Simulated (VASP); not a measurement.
Set up this calculation in VASP 6.6.1, as the native input.

* Task: single point
* Functional: r2SCAN
* Dispersion: rVV10
* Potentials or basis: VASP PAW PBE potentials, release 64 (Ti_sv, Re)
* Cutoff: 520 eV
* k mesh: 7 × 7 × 7
* Occupations: gaussian, width 0.15 eV
* Spin: no spin polarisation
* Dipole correction: no
* Further INCAR settings: ALGO = Normal; EDIFF = 1e-07; NBANDS = 16

The system is TiRe.

```xyz
2
Lattice="3.0963 0.0000 0.0000 0.0000 3.0963 0.0000 0.0000 0.0000 3.0963" Properties=species:S:1:pos:R:3 pbc="T T T"
Ti    1.5482    1.5482    1.5482
Re    0.0000    0.0000    0.0000
```

These files were run (other wordings do the same):

POSCAR

```
TiRe
1.0
    3.0963357699      0.0000000000      0.0000000000
    0.0000000000      3.0963357699      0.0000000000
    0.0000000000      0.0000000000      3.0963357699
Ti Re
1 1
Direct
    0.5000000000      0.5000000000      0.5000000000
    0.0000000000      0.0000000000      0.0000000000
```

INCAR.step1

```
PREC = Accurate ; ENCUT = 520
ISMEAR = 0 ; SIGMA = 0.15
LREAL = False ; LASPH = True
NELM = 60 ; NBANDS = 16
GGA = PE ; ALGO = Normal
EDIFF = 1E-4 ; LWAVE = True
LCHARG = False
```

INCAR.step2

```
PREC = Accurate ; ENCUT = 520
EDIFF = 1E-7 ; ISMEAR = 0
SIGMA = 0.15 ; LREAL = False
LASPH = True ; NELM = 60
ALGO = Normal ; ISIF = 2
LWAVE = False ; LCHARG = True
METAGGA = R2SCAN ; LMIXTAU = True
LUSE_VDW = True ; IVDW_NL = 2
BPARAM = 11.95 ; CPARAM = 0.0093
LELF = True ; LVHAR = True
NBANDS = 16 ; ISTART = 1
```

KPOINTS

```
regular mesh
0
Gamma
  7 7 7
```

Potentials or basis: VASP PAW PBE potentials, release 64 (Ti_sv, Re).

Launch:

```console
$ cat potpaw_PBE.64/Ti_sv/POTCAR potpaw_PBE.64/Re/POTCAR > POTCAR
$ cp INCAR.step1 INCAR
$ mpirun -np 1 vasp_std > vasp.out
$ cp INCAR.step2 INCAR
$ mpirun -np 1 vasp_std > vasp.out
```

Results of the run:

The pressure is 1.2 GPa.

Caveat: the PAW data sets were made with another functional, which shifts forces and pressure a little.

Wall time 37 s on 1 thread of Intel(R) Xeon(R) Platinum 8488C (Sapphire Rapids), with other jobs on the host, peak memory 0.22 GiB.
